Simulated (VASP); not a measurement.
A run of VASP 6.6.1:

INCAR

```
SYSTEM = GeSe
  PREC = Accurate
  ENCUT = 500
  EDIFF = 1E-7
  ISMEAR = 0
  SIGMA = 0.02
  LREAL = .FALSE.
  LASPH = .TRUE.
  NELM = 120
  ALGO = Normal
  ISIF = 3
  LWAVE = .FALSE.
  LCHARG = .FALSE.
  GGA = PE
  IBRION = 2
  NSW = 100
  EDIFFG = -0.005
  GGA_COMPAT = .FALSE.
  NELMIN = 4
  KPAR = 4
```

The input KPOINTS:

```
regular mesh
0
G
  4 8 6
  0 0 0
```

POSCAR

```
GeSe
1.0
   10.8330000000      0.0000000000      0.0000000000
    0.0000000000      3.8355000000      0.0000000000
    0.0000000000      0.0000000000      4.3954000000
Ge Se
4 4
Direct
    0.3789900000      0.7500000000      0.6113000000
    0.1210100000      0.2500000000      0.1113000000
    0.8789900000      0.7500000000      0.8887000000
    0.6210100000      0.2500000000      0.3887000000
    0.1465000000      0.7500000000      0.4976000000
    0.3535000000      0.2500000000      0.9976000000
    0.6465000000      0.7500000000      0.0024000000
    0.8535000000      0.2500000000      0.5024000000
```

Potentials or basis: VASP PAW PBE potentials, release 64 (Ge_d, Se).

Command:

```console
$ cat potpaw_PBE.64/Ge_d/POTCAR potpaw_PBE.64/Se/POTCAR > POTCAR
$ mpirun -np 4 vasp_std > vasp.out
```

Hardware: 4 MPI ranks on Intel(R) Xeon(R) Platinum 8488C (Sapphire Rapids) (shared host).

**Question.** Estimate the wall time of this run.

**Answer.** It took 24 min on 4 MPI ranks on Intel(R) Xeon(R) Platinum 8488C (Sapphire Rapids), with other jobs on the host, peak memory 0.52 GiB a rank. Counts: scf iterations 211, k points 60, ion steps 28.
